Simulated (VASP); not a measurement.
## Sb: single point with PBEsol

Crystal: Sb.

```
Sb
1.0
     3.01800    0.00000    0.00000
     0.00000    3.01800    0.00000
     0.00000    0.00000    3.01800
Sb
1
Direct
  0.00000 0.00000 0.00000
```

This cell differs from its parent crystal: volume scaled by 0.96.

```yaml
Program: VASP 6.6.1
Task: single point
Functional: PBEsol
Potentials_or_basis: VASP PAW PBE potentials, release 64 (Sb)
Cutoff: 520 eV
k_mesh: 12 × 12 × 12
Occupations: fermi-dirac, width 0.1 eV
Spin: no spin polarisation
```

The pressure is 3.1 GPa.

Levels at points of the mesh, in eV from the Fermi level:
| k point | band 1 | band 2 | band 3 | band 4 | band 5 | band 6 |
| --- | --- | --- | --- | --- | --- | --- |
| (0.00, 0.00, 0.00) | -13.15 | 3.37 | 3.37 | 3.37 | 6.95 | 6.95 |
| (0.50, 0.00, 0.00) | -10.42 | -6.28 | 5.67 | 5.67 | 9.21 | 10.64 |
| (0.50, 0.50, 0.00) | -7.48 | -4.01 | -4.01 | 1.72 | 8.06 | 13.39 |
| (0.50, 0.50, 0.50) | -4.13 | -1.87 | -1.87 | -1.87 | 4.60 | 4.60 |

Wall time 7.2 s on 1 thread of Intel Xeon 6975P-C, on a shared host, peak memory 0.15 GiB.

Caveat: the PAW data sets were made with another functional, which shifts forces and pressure a little; spin-orbit coupling is left out, which moves the levels of the heavy elements.
